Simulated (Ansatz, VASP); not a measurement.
**One calculation of ZrC, two programs**

```xyz
2
Lattice="0.0000 2.3240 2.3240 2.3240 0.0000 2.3240 2.3240 2.3240 0.0000" Properties=species:S:1:pos:R:3 pbc="T T T"
Zr    2.3240    2.3240    2.3240
C     0.0000    0.0000    0.0000
```

Alike in both runs: task single point; functional r2SCAN; k mesh 12 × 12 × 12; occupations gaussian, width 0.05 eV; no spin polarisation.

|  | VASP | Ansatz |
| --- | --- | --- |
| version | VASP 6.6.1 | Ansatz 0.2.0 |
| potentials or method | VASP PAW PBE potentials, release 64 (Zr_sv, C), cutoff 660 eV | scalar-relativistic, plane waves, PAW |
| valence electrons in the cell | 16 | 16 |

|  | VASP | Ansatz | Ansatz less VASP |
| --- | --- | --- | --- |
| gap on the k mesh at the Fermi level (eV) | none | none | - |
| pressure (GPa) | 10.3 | 10.2 | -0.13 |

VASP's potentials were made for PBE, not for r2SCAN. A gap of «none» marks a metal or a gap that the smearing closes.
